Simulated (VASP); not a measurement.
CaS: G0W0 quasiparticle levels with PBE

The system is CaS.

```
Ca S
1.0
     0.00000    2.84794    2.84794
     2.84794    0.00000    2.84794
     2.84794    2.84794    0.00000
Ca S
1 1
Direct
  0.00000 0.00000 0.00000
  0.50000 0.50000 0.50000
```

```json
{
  "Program": "VASP 6.6.1",
  "Task": "G0W0 quasiparticle levels",
  "Functional": "PBE",
  "Potentials or basis": "VASP PAW PBE potentials, release 64 (Ca_sv_GW, S_GW)",
  "Cutoff": "500 eV",
  "k mesh": "4 × 4 × 4",
  "Occupations": "gaussian, width 0.01 eV",
  "Spin": "no spin polarisation",
  "Dipole correction": "no",
  "GW scheme": "G0W0",
  "GW iterations": "1",
  "Cutoff of the response function": "80",
  "Frequency points": "96",
  "Empty bands": "60",
  "Further INCAR settings": "ALGO = EVGW0; EDIFF = 1e-08; NBANDS = 68"
}
```

```json
{"Quasiparticle gap": "3.96 eV", "Least direct quasiparticle gap": "4.89 eV", "Band gap of the starting levels on the mesh": "2.36 eV", "Least direct gap of the starting levels on the mesh": "3.17 eV"}
```

Wall time 60 s on 1 thread of Intel(R) Xeon(R) 6975P-C (Granite Rapids), with other jobs on the host, peak memory 0.47 GiB.

Caveat: the k points lie up to 0.48 Å⁻¹ apart; bands, screening cutoff and mesh are small and nothing is extrapolated, so the quasiparticle values aren't converged.
